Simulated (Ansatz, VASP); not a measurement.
# One calculation of Zn, two programs

```
Zn
1.0
    -1.56904    1.56904    1.61611
     1.56904   -1.56904    1.61611
     1.56904    1.56904   -1.61611
Zn
1
Cartesian
  0.0000 0.0000 0.0000
```

Change from the starting cell: strain +0.000 along x and y, +0.030 along z, atoms carried along.

Alike in both runs: task single point; functional PBEsol; k mesh 22 × 22 × 22; occupations gaussian, width 0.15 eV; no spin polarisation.

|  | VASP | Ansatz |
| --- | --- | --- |
| version | VASP 6.6.1 | Ansatz 0.2.0 |
| potentials or method | VASP PAW PBE potentials, release 64 (Zn), cutoff 520 eV | scalar-relativistic, plane waves, PAW |
| valence electrons in the cell | 12 | 12 |

|  | VASP | Ansatz | Ansatz less VASP |
| --- | --- | --- | --- |
| gap on the k mesh at the Fermi level (eV) | none | none | - |
| pressure (GPa) | -6.3 | -6.6 | -0.30 |
| traceless stress, the component that is largest in VASP (GPa) | 0.68 | 0.67 | -0.004 |

VASP's potentials were made for PBE, not for PBEsol. A gap of «none» marks a metal or a gap that the smearing closes. The functional is the same, so the differences come from potentials, cutoffs and numerics.
